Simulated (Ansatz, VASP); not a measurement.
Two plane-wave programs on C

```
C
1.0
     0.00000    1.74434    1.74434
     1.74434    0.00000    1.74434
     1.74434    1.74434    0.00000
C
2
Cartesian
  0.0000 0.0000 0.0000
  0.8722 0.8722 0.8722
```

Change from the starting cell: volume scaled by 0.9405, PAW files.

Alike in both runs: task electric field gradients; functional r2SCAN; k mesh 14 × 14 × 14; occupations fermi-dirac, width 0.03 eV; no spin polarisation.

```csv
,VASP,Ansatz
version,VASP 6.6.1,Ansatz 0.2.0
potentials or method,"VASP PAW PBE potentials, release 64 (C)","PAW with Ansatz's default frozen-core files, scalar-relativistic"
plane-wave cutoff (eV),520,500
valence electrons in the cell,8,8
```

```tsv
	VASP	Ansatz	Ansatz less VASP
gap on the k mesh at the Fermi level (eV)	4.48	4.51	+0.032
pressure (GPa)	32.1	30.7	-1.39
```

VASP's potentials were made for PBE, not for r2SCAN. Both programs put the cell under a high pressure, so it lies far from rest at this level.
